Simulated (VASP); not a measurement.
Here is a VASP 6.6.1 calculation.

INCAR

```
SYSTEM = CaB3
ALGO = Normal
EDIFF = 1E-7
EDIFFG = -0.04
ENCUT = 600
GGA = PE
IBRION = 2
ISIF = 3
ISMEAR = 0
LASPH = .TRUE.
LCHARG = .FALSE.
LREAL = .FALSE.
LWAVE = .FALSE.
NELM = 60
NSW = 90
PREC = Accurate
SIGMA = 0.1
```

File KPOINTS:

```
k-points
0
G
  3 3 6
  0 0 0
```

File POSCAR:

```
CaB3
1.0
    7.5585242800      0.0000000000      0.0000000000
   -3.7792621400      6.5458740400      0.0000000000
    0.0000000000      0.0000000000      3.4446758600
Ca B
2 6
Direct
    0.3333333300      0.6666666700      0.0000000000
    0.6666666700      0.3333333300      0.0000000000
    0.8099998000      0.1900002000      0.5000000000
    0.8099998000      0.6199996000      0.5000000000
    0.3800004000      0.1900002000      0.5000000000
    0.1900002000      0.8099998000      0.5000000000
    0.1900002000      0.3800004000      0.5000000000
    0.6199996000      0.8099998000      0.5000000000
```

Potentials or basis: VASP PAW PBE potentials, release 64 (Ca_sv, B).

Launch:

```console
$ cat potpaw_PBE.64/Ca_sv/POTCAR potpaw_PBE.64/B/POTCAR > POTCAR
$ mpirun -np 1 vasp_std > vasp.out
```

**Question.** Estimate the relaxed cell.

**Answer.** a = 5.022 Å, b = 5.022 Å, c = 4.691 Å, α = 90.00°, β = 90.00°, γ = 120.00°.

**Question.** Predict the band gap on the k mesh.

**Answer.** Zero (bands 19 and 20 overlap by 0.88 eV).

**Question.** Estimate the space group after relaxing (to 0.1 Å).

**Answer.** P6/mmm (No. 191).

Final structure:
```
Ca B
1.0
     5.02227    0.00000    0.00000
    -2.51114    4.34942    0.00000
     0.00000    0.00000    4.69081
Ca B
2 6
Direct
  0.33333 0.66667 0.00000
  0.66667 0.33333 0.00000
  0.80358 0.19642 0.50000
  0.80358 0.60716 0.50000
  0.39284 0.19642 0.50000
  0.19642 0.80358 0.50000
  0.19642 0.39284 0.50000
  0.60716 0.80358 0.50000
```
